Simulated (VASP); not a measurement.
The system is In.

```
CELL_PARAMETERS angstrom
0.00000 2.13942 2.13942
2.13942 0.00000 2.13942
2.13942 2.13942 0.00000
ATOMIC_POSITIONS crystal
In 0.00000 0.00000 0.00000
```

```yaml
Program: VASP 6.6.1
Task: relaxation of cell and atoms
Functional: PBE
Potentials_or_basis: VASP PAW PBE potentials, release 64 (In_d)
Cutoff: 600 eV
k_mesh: 15 × 15 × 15
Occupations: fermi-dirac, width 0.05 eV
Spin: no spin polarisation
```

At the start: pressure 28.8 GPa; volume 19.58 Å³/atom.

Q: Where does the relaxation end?

A: Over 21 steps the energy falls by 496.3 meV/atom and the volume is 27.53 Å³/atom (+40.5 %); space group Fm-3m (No. 225, to 0.05 Å).

Step by step:
```
step  energy change (eV)  largest force (eV/Å)  pressure (GPa)  volume (Å³)
   1              0.0000                0.0000           28.76        19.58
   2             -0.4523                0.0000           -3.34        31.34
   3             -0.4955                0.0000            0.76        27.06
   4             -0.4960                0.0000           -0.30        27.74
   5             -0.4962                0.0000           -0.05        27.54
   6             -0.4962                0.0000            0.17        27.37
   7             -0.4962                0.0000            0.19        27.37
   8             -0.4962                0.0000            0.15        27.37
   9             -0.4962                0.0000            0.16        27.37
  10             -0.4962                0.0000            0.16        27.37
  11             -0.4962                0.0000            0.17        27.37
  12             -0.4962                0.0000            0.17        27.37
  13             -0.4962                0.0000            0.17        27.37
  14             -0.4962                0.0000            0.17        27.37
  15             -0.4962                0.0000            0.19        27.37
  16             -0.4962                0.0000            0.21        27.37
  17             -0.4962                0.0000            0.14        27.38
  18             -0.4962                0.0000            0.13        27.39
  19             -0.4962                0.0000            0.10        27.41
  20             -0.4962                0.0000            0.08        27.45
  21             -0.4963                0.0000           -0.03        27.53
```

Final structure:
```xyz
1
Lattice="0.0000 2.3965 2.3965 2.3965 0.0000 2.3965 2.3965 2.3965 0.0000" Properties=species:S:1:pos:R:3 pbc="T T T"
In    0.0000    0.0000    0.0000
```

Caveat: the volume moved by over 15 % at a fixed basis, so the end points are rough.
